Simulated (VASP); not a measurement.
Write the native input for VASP 6.6.1 that does the following.

| Property | Result |
| --- | --- |
| Task | single point |
| Functional | LDA |
| Potentials or basis | VASP PAW LDA potentials, release 64 (Al, N) |
| Cutoff | 520 eV |
| k mesh | 8 × 8 × 6 |
| Occupations | gaussian, width 0.05 eV |
| Spin | no spin polarisation |
| Dipole correction | no |
| Further INCAR settings | ALGO = Normal; EDIFF = 1e-06; NBANDS = 16 |

The structure of AlN lies in POSCAR:

```
AlN
1.0
    0.0000000000     -1.9888743075     -1.9888743075
    0.0000000000      1.9888743075     -1.9888743075
    3.9777486148      0.0000000000      0.0000000000
Al N
2 2
Direct
    0.5055845862      0.4944154138      0.0000000000
   -0.0055845862      0.0055845862      0.5000000000
    0.4977127899      0.5022872101      0.5000000000
    0.0022872101      0.9977127899      0.0000000000
```

The input as run:

INCAR

```
  PREC = Accurate
  ENCUT = 520
  EDIFF = 1E-6
  ISMEAR = 0
  SIGMA = 0.05
  LREAL = False
  LASPH = True
  NELM = 60
  ALGO = Normal
  ISIF = 2
  LWAVE = False
  LCHARG = False
  GGA = CA
  NBANDS = 16
```

KPOINTS

```
Automatic mesh
0
Gamma
  8 8 6
```

Potentials or basis: VASP PAW LDA potentials, release 64 (Al, N).

Launch:

```console
$ cat potpaw_LDA.64/Al/POTCAR potpaw_LDA.64/N/POTCAR > POTCAR
$ mpirun -np 1 vasp_std > vasp.out
```

It gave:

* Pressure: 8.0 GPa
* Largest force: 0.269 eV/Å
* Band gap on the k mesh: 4.94 eV

It took 30 s on 1 thread of Intel(R) Xeon(R) Platinum 8259CL CPU @ 2.50GHz (Skylake/Cascade Lake), with other jobs on the host, peak memory 0.15 GiB.
